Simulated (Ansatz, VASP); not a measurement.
# Two plane-wave programs on SnSe

File POSCAR:

```
SnSe
1.0
    4.2853274191      0.0000000000      0.0000000000
    0.0000000000      4.2853274191      0.0964198669
    0.0000000000      0.2472905729     10.9906921300
Sn Se
2 2
Direct
    0.5000000000      0.0000000000      0.3722291100
    0.0000000000      0.5000000000      0.6277708900
    0.5000000000      0.0000000000      0.6160394900
    0.0000000000      0.5000000000      0.3839605100
```

Contents of INCAR.step1:

```
ALGO = Normal
EDIFF = 1E-4
ENCUT = 520
GGA = PE
ISMEAR = 0
LASPH = T
LCHARG = F
LREAL = F
LWAVE = T
NBANDS = 28
NELM = 60
PREC = Accurate
SIGMA = 0.05
```

INCAR.step2

```
ALGO = Normal
EDIFF = 1E-6
ENCUT = 520
ISIF = 2
ISMEAR = 0
ISTART = 1
LASPH = T
LCHARG = T
LELF = T
LMIXTAU = T
LREAL = F
LVHAR = T
LWAVE = F
METAGGA = R2SCAN
NBANDS = 28
NELM = 60
PREC = Accurate
SIGMA = 0.05
```

File KPOINTS:

```
k-points
0
Gamma
  6 6 4
```

Input for Ansatz:

```yaml
crystal:
  lattice:
    - [4.2853274191, 0.0, 0.0]
    - [0.0, 4.2853274191, 0.0964198669]
    - [0.0, 0.2472905729, 10.99069213]
  atoms:
    - { symbol: Sn, position: [0.5, 0.0, 0.37222911] }
    - { symbol: Sn, position: [0.0, 0.5, 0.62777089] }
    - { symbol: Se, position: [0.5, 0.0, 0.61603949] }
    - { symbol: Se, position: [0.0, 0.5, 0.38396051] }
basis:
  ecutwfc: 500
kpoints:
  mp_grid: { grid: [6, 6, 4] }
hamiltonian:
  xc: r2scan
scf:
  occupations: { method: gaussian, width: 0.05 }
output:
  forces: true
  stress: true
  eigenvalues: true
```

Change from the starting cell: strain +0.0450 x Voigt [0, 0, 0, 1, 0, 0], atoms carried along.

Alike in both runs: task single point; functional r2SCAN; k mesh 6 × 6 × 4; occupations gaussian, width 0.05 eV; no spin polarisation.

```csv
,VASP,Ansatz
version,VASP 6.6.1,Ansatz 0.2.0
potentials or method,"VASP PAW PBE potentials, release 64 (Sn_d, Se), cutoff 520 eV","scalar-relativistic, plane waves, PAW"
valence electrons in the cell,40,60
```

|  | VASP | Ansatz | Ansatz less VASP |
| --- | --- | --- | --- |
| gap on the k mesh at the Fermi level (eV) | 1.76 | 1.77 | +0.006 |
| least direct gap on the mesh (eV) | 1.76 | 1.77 | +0.006 |
| rms of the force components (eV/Å) | 0.065 | 0.065 | -0.0001 |

VASP's potentials were made for PBE, not for r2SCAN. Atom by atom the forces differ by 0.008 eV/Å (rms over components). VASP's potentials hold 40 valence electrons a cell and Ansatz's 60, so a difference there can come from the potentials and not from the codes.
